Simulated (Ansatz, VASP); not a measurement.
# Al9H: VASP beside Ansatz

INCAR

```
SYSTEM = Al9H
  PREC = Accurate
  ENCUT = 520
  EDIFF = 1E-7
  ISMEAR = 0
  SIGMA = 0.1
  LREAL = .False.
  LASPH = .True.
  NELM = 80
  ALGO = Normal
  ISIF = 2
  LWAVE = .False.
  LCHARG = .True.
  LDIPOL = .True.
  IDIPOL = 3
  DIPOL = 0.5 0.5 0.321
  GGA = PE
  LELF = .True.
  LVHAR = .True.
  LVACPOTAV = .True.
  NBANDS = 25
```

Contents of KPOINTS:

```
Automatic mesh
0
Gamma
  9 3 1
  0 0 0
```

The input POSCAR:

```
Al9H
1.0
    2.8543223330      0.0000000000      0.0000000000
   -1.4271611665      9.7033329366      0.0000000000
    0.0000000000      0.0000000000     21.7902708969
Al H
9 1
Direct
    0.5324485604      0.0648971207      0.1835681630
    0.6709687938      0.3419375876      0.2292758741
    0.2986728405      0.5973456810      0.2384174163
    0.9263768872      0.8527537744      0.2475589585
    0.0639738222      0.1277383808      0.2937147080
    0.1995905480      0.4042696935      0.3452583266
    0.8288544886      0.6597110299      0.3524478004
    0.4526361687      0.9111292155      0.3607640453
    0.5925232094      0.1814597089      0.4034034702
    0.7175232094      0.3064597089      0.5534704435
```

Input for Ansatz:

```yaml
crystal:
  lattice:
    - [2.854322333, 0.0, 0.0]
    - [-1.4271611665, 9.7033329366, 0.0]
    - [0.0, 0.0, 21.7902708969]
  atoms:
    - { symbol: Al, position: [0.5324485604, 0.0648971207, 0.183568163] }
    - { symbol: Al, position: [0.6709687938, 0.3419375876, 0.2292758741] }
    - { symbol: Al, position: [0.2986728405, 0.597345681, 0.2384174163] }
    - { symbol: Al, position: [0.9263768872, 0.8527537744, 0.2475589585] }
    - { symbol: Al, position: [0.0639738222, 0.1277383808, 0.293714708] }
    - { symbol: Al, position: [0.199590548, 0.4042696935, 0.3452583266] }
    - { symbol: Al, position: [0.8288544886, 0.6597110299, 0.3524478004] }
    - { symbol: Al, position: [0.4526361687, 0.9111292155, 0.3607640453] }
    - { symbol: Al, position: [0.5925232094, 0.1814597089, 0.4034034702] }
    - { symbol: H, position: [0.7175232094, 0.3064597089, 0.5534704435] }
basis:
  ecutwfc: 420
kpoints:
  mp_grid: { grid: [9, 3, 1] }
hamiltonian:
  xc: pbe
scf:
  occupations: { method: gaussian, width: 0.1 }
output:
  forces: true
  eigenvalues: true
efield:
  axis: 3
  dipole_correction: true
  ramp_width: 0.04
```

Alike in both runs: task single point; functional PBE; k mesh 9 × 3 × 1; occupations gaussian, width 0.1 eV; no spin polarisation.

|  | VASP | Ansatz |
| --- | --- | --- |
| version | VASP 6.6.1 | Ansatz 0.2.0 |
| potentials or method | VASP PAW PBE potentials, release 64 (Al, H), cutoff 520 eV | scalar-relativistic, plane waves, PAW |
| valence electrons in the cell | 28 | 28 |

Ansatz gave:

```
gap on the k mesh at the Fermi level (eV)  : none
rms of the force components (eV/Å)         : 0.105
work function, face that differs most (eV) : 6.09
```

Q: What did VASP give for the same quantities?

A: gap on the k mesh at the Fermi level (eV): none; rms of the force components (eV/Å): 0.104; work function, face that differs most (eV): 6.09.

Atom by atom the forces differ by 0.001 eV/Å (rms over components). A gap of «none» marks a metal or a gap that the smearing closes.
